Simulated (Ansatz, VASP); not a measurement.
HfH5: VASP beside Ansatz

```
Hf H
1.0
     3.07374    0.00000    0.00000
     0.00000    3.07374    0.00000
     0.00000    0.00000    5.52830
Hf H
1 5
Direct
  0.50000 0.50000 0.97084
  0.00000 0.00000 0.86168
  0.50000 0.50000 0.42700
  0.00000 0.50000 0.18557
  0.50000 0.00000 0.18557
  0.50000 0.50000 0.57586
```

Alike in both runs: functional PBE; k mesh 6 × 6 × 4; occupations gaussian, width 0.1 eV; no spin polarisation.

Ansatz relaxed the structure, and its values are those at the end. VASP's run is a single point on that final structure, the one shown.

```csv
,VASP,Ansatz
version,VASP 6.6.1,Ansatz 0.2.0
potentials or method,"VASP PAW PBE potentials, release 64 (Hf_pv, H), cutoff 520 eV","scalar-relativistic, plane waves, PAW"
valence electrons in the cell,15,31
```

```tsv
	VASP	Ansatz	Ansatz less VASP
gap on the k mesh at the Fermi level (eV)	none	none	-
pressure (GPa)	-0.5	-0.1	+0.37
rms of the force components (eV/Å)	0.011	0.005	-0.0064
```

A gap of «none» marks a metal or a gap that the smearing closes. VASP's potentials hold 15 valence electrons a cell and Ansatz's 31, so a difference there can come from the potentials and not from the codes.

Spin-orbit coupling is off throughout.
